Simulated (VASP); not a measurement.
Ti, 2 atoms in the cell. It takes space group C2/m (No. 12, monoclinic). The conventional cell has a = 5.110 Å, b = 2.950 Å, c = 4.686 Å, α = 90.00°, β = 90.00°, γ = 90.00°. Within 3.4 Å of Ti (site symmetry m) lie 12 Ti at 2.61 to 3.35 Å.  This cell differs from its parent crystal: atom 1 (Ti) moved by (-0.450, -0.225) A along y and z.

```yaml
Program: VASP 6.6.1
Task: single point
Functional: PBEsol
Potentials_or_basis: VASP PAW PBE potentials, release 64 (Ti_sv)
Cutoff: 520 eV
k_mesh: 18 × 18 × 10
Occupations: gaussian, width 0.15 eV
Spin: no spin polarisation
Dipole_correction: no
Further_INCAR_settings: ALGO = Fast; EDIFF = 1e-06; NBANDS = 19
```

Potentials or basis: VASP PAW PBE potentials, release 64 (Ti_sv).

Launch:

```console
$ cat potpaw_PBE.64/Ti_sv/POTCAR > POTCAR
$ mpirun -np 1 vasp_std > vasp.out
```

Hardware: 1 thread of Intel(R) Xeon(R) 6975P-C (Granite Rapids), on a shared host.

Q: Estimate the wall time of this run.

A: Wall time 18 min on 1 thread of Intel(R) Xeon(R) 6975P-C (Granite Rapids) (shared host), peak memory 0.54 GiB. Counts: scf iterations 37, k points 866.
